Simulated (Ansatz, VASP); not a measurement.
# Two plane-wave programs on ScAl2

File INCAR:

```
SYSTEM = ScAl2
  ALGO = Fast
  EDIFF = 1E-7
  EDIFFG = -0.005
  ENCUT = 600
  IBRION = 2
  ISIF = 3
  ISMEAR = 0
  LASPH = .True.
  LCHARG = .False.
  LREAL = .False.
  LWAVE = .False.
  NELM = 60
  NSW = 70
  PREC = Accurate
  SIGMA = 0.1
```

File KPOINTS:

```
k-points
0
Gamma
  8 8 8
  0 0 0
```

Contents of POSCAR:

```
ScAl2
1.0
    0.0000000000      3.7932976860      3.7932976860
    3.7932976860      0.0000000000      3.7932976860
    3.7932976860      3.7932976860      0.0000000000
Sc Al
2 4
Direct
    0.5000000000      0.5000000000      0.5000000000
    0.7500000000      0.7500000000      0.7500000000
    0.1250000000      0.1250000000      0.1250000000
    0.6250000000      0.1250000000      0.1250000000
    0.1250000000      0.6250000000      0.1250000000
    0.1250000000      0.1250000000      0.6250000000
```

Input for Ansatz:

```yaml
crystal:
  lattice:
    - [0.0, 3.793297686, 3.793297686]
    - [3.793297686, 0.0, 3.793297686]
    - [3.793297686, 3.793297686, 0.0]
  atoms:
    - { symbol: Sc, position: [0.5, 0.5, 0.5] }
    - { symbol: Sc, position: [0.75, 0.75, 0.75] }
    - { symbol: Al, position: [0.125, 0.125, 0.125] }
    - { symbol: Al, position: [0.625, 0.125, 0.125] }
    - { symbol: Al, position: [0.125, 0.625, 0.125] }
    - { symbol: Al, position: [0.125, 0.125, 0.625] }
basis:
  ecutwfc: 420
kpoints:
  mp_grid: { grid: [8, 8, 8] }
hamiltonian:
  xc: lda
scf:
  occupations: { method: gaussian, width: 0.1 }
output:
  forces: true
  stress: true
  eigenvalues: true
relax:
  adjacent_minimum: "off"
  f_tol: 0.005
  max_steps: 50
  cell: { stress_tol: 0.05 }
```

Alike in both runs: task relaxation of cell and atoms; functional LDA; k mesh 8 × 8 × 8; occupations gaussian, width 0.1 eV; no spin polarisation.

```csv
,VASP,Ansatz
version,VASP 6.6.1,Ansatz 0.2.0
potentials or method,"VASP PAW LDA potentials, release 64 (Sc_sv, Al), cutoff 600 eV","scalar-relativistic, plane waves, PAW"
valence electrons in the cell,34,34
```

Ansatz gave:

* gap on the k mesh at the Fermi level, each at its own relaxed structure (eV): none
* relaxed volume (Å³/atom): 17.24
* relaxed cell length with the largest relative difference (Å): 5.269

Problem. Which values does VASP return?

Solution. gap on the k mesh at the Fermi level, each at its own relaxed structure (eV): none; relaxed volume (Å³/atom): 17.27; relaxed cell length with the largest relative difference (Å): 5.273.

LDA's correlation is that of Perdew and Zunger in VASP and of Perdew and Wang (1992) in Ansatz. A gap of «none» marks a metal or a gap that the smearing closes.
